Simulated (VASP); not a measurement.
## Fe: single point with RPBE

Crystal: Fe.

```
Fe
1.0
     0.00000    2.42511    2.42511
     2.42511    0.00000    2.42511
     2.42511    2.42511    0.00000
Fe
2
Direct
  0.12500 0.12500 0.12500
  0.87500 0.87500 0.87500
```

This cell differs from its parent crystal: volume scaled by 0.96.

```
Program             : VASP 6.6.1
Task                : single point
Functional          : RPBE
Potentials or basis : VASP PAW PBE potentials, release 64 (Fe)
Cutoff              : 520 eV
k mesh              : 12 × 12 × 12
Occupations         : fermi-dirac, width 0.1 eV
Spin                : no spin polarisation
```

* Pressure: 4.8 GPa
* Band gap on the k mesh: zero (band 8 reaches 4.12 eV, above the bottom of band 9 at 3.44 eV)

Levels at points of the mesh, in eV from the Fermi level:
| k point | band 6 | band 7 | band 8 | band 9 | band 10 | band 11 |
| --- | --- | --- | --- | --- | --- | --- |
| (0.00, 0.00, 0.00) | -2.49 | -0.40 | -0.40 | -0.40 | 1.25 | 1.25 |
| (0.50, 0.00, 0.00) | -2.51 | -1.10 | 0.17 | 0.17 | 1.00 | 1.00 |
| (0.50, 0.50, 0.00) | -1.38 | -0.75 | -0.75 | 1.20 | 1.20 | 2.77 |

Wall time 14 s on 1 thread of Intel(R) Xeon(R) 6975P-C (Granite Rapids), with other jobs on the host, peak memory 0.16 GiB.

Caveat: the PAW data sets were made with another functional, which shifts forces and pressure a little; the run has no spin polarisation, though such a crystal can be magnetic. Spin polarisation is off, so any magnetic state and its effect on volume and gap are missing.
